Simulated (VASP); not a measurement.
Runs of VASP 6.6.1 on In. The structure is that of space group I4/mmm (No. 139), or close to it. The cells are those of the table. 

| cell | gap on the mesh (eV) | pressure (GPa) |
| --- | --- | --- |
| a = 3.452 Å, angles 125.7, 125.7, 80.4°, 1 atom | none | 2.0 |
| a = 3.413 Å, angles 124.1, 124.1, 83.0°, 1 atom | none | 2.0 |
| a = 3.268 Å, angles 115.2, 115.2, 98.6°, 1 atom | none | 1.9 |
| a = 3.534 Å, angles 128.7, 128.7, 75.5°, 1 atom | none | (a) |
| a = 3.290 Å, angles 117.1, 117.1, 95.1°, 1 atom | none | 1.8 |

Alike in all rows: task single point; level PBE; potentials or basis VASP PAW PBE potentials, release 64 (In_d); no spin polarisation; k mesh 22 × 22 × 22; cutoff (eV) 520; smearing gaussian 0.15 eV.

Question: Estimate the missing entries.

Answer: (a) 2.6.

Caveats: spin-orbit coupling is left out, which moves the levels of the heavy elements.

A k mesh can miss the band edges, and the runs leave out spin-orbit coupling on In.

A gap of «none» marks levels without a gap at the run's occupations.
